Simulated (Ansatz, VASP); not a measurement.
Ag in VASP and in Ansatz

POSCAR

```
Ag
1.0
   -1.6556540000      1.6866975125      1.6866975125
    1.6556540000     -1.6246104875      1.6246104875
    1.6556540000      1.6246104875     -1.6246104875
Ag
1
Direct
    0.0000000000      0.0000000000      0.0000000000
```

INCAR.step1

```
SYSTEM = Ag
  ALGO = Normal
  EDIFF = 1E-4
  ENCUT = 520
  GGA = PE
  ISMEAR = 0
  LASPH = .True.
  LCHARG = .False.
  LREAL = .False.
  LWAVE = .True.
  NBANDS = 12
  NELM = 60
  PREC = Accurate
  SIGMA = 0.15
```

Contents of INCAR.step2:

```
SYSTEM = Ag
  ALGO = Normal
  EDIFF = 1E-6
  ENCUT = 520
  ISIF = 2
  ISMEAR = 0
  ISTART = 1
  LASPH = .True.
  LCHARG = .False.
  LMIXTAU = .True.
  LREAL = .False.
  LWAVE = .False.
  METAGGA = R2SCAN
  NBANDS = 12
  NELM = 60
  PREC = Accurate
  SIGMA = 0.15
```

The input KPOINTS:

```
k-points
0
Gamma
  20 20 20
  0 0 0
```

Input for Ansatz:

```yaml
crystal:
  lattice:
    - [-1.655654, 1.6866975125, 1.6866975125]
    - [1.655654, -1.6246104875, 1.6246104875]
    - [1.655654, 1.6246104875, -1.6246104875]
  atoms:
    - { symbol: Ag, position: [0.0, 0.0, 0.0] }
basis:
  ecutwfc: 500
kpoints:
  mp_grid: { grid: [20, 20, 20] }
hamiltonian:
  xc: r2scan
scf:
  occupations: { method: gaussian, width: 0.15 }
output:
  forces: true
  stress: true
  eigenvalues: true
```

Change from the starting cell: strain +0.0375 x Voigt [0, 0, 0, 1, 0, 0], atoms carried along.

Alike in both runs: task single point; functional r2SCAN; k mesh 20 × 20 × 20; occupations gaussian, width 0.15 eV; no spin polarisation.

```csv
,VASP,Ansatz
version,VASP 6.6.1,Ansatz 0.2.0
potentials or method,"VASP PAW PBE potentials, release 64 (Ag), cutoff 520 eV","scalar-relativistic, plane waves, PAW"
valence electrons in the cell,11,19
```

```tsv
	VASP	Ansatz	Ansatz less VASP
gap on the k mesh at the Fermi level (eV)	none	none	-
pressure (GPa)	-3.4	-3.5	-0.09
traceless stress, the component that is largest in VASP (GPa)	-1.45	-1.42	+0.023
```

VASP's potentials were made for PBE, not for r2SCAN. A gap of «none» marks a metal or a gap that the smearing closes. With one functional, cell and mesh, what is left measures potentials, basis and numerics. VASP's potentials hold 11 valence electrons a cell and Ansatz's 19, so a difference there can come from the potentials and not from the codes.
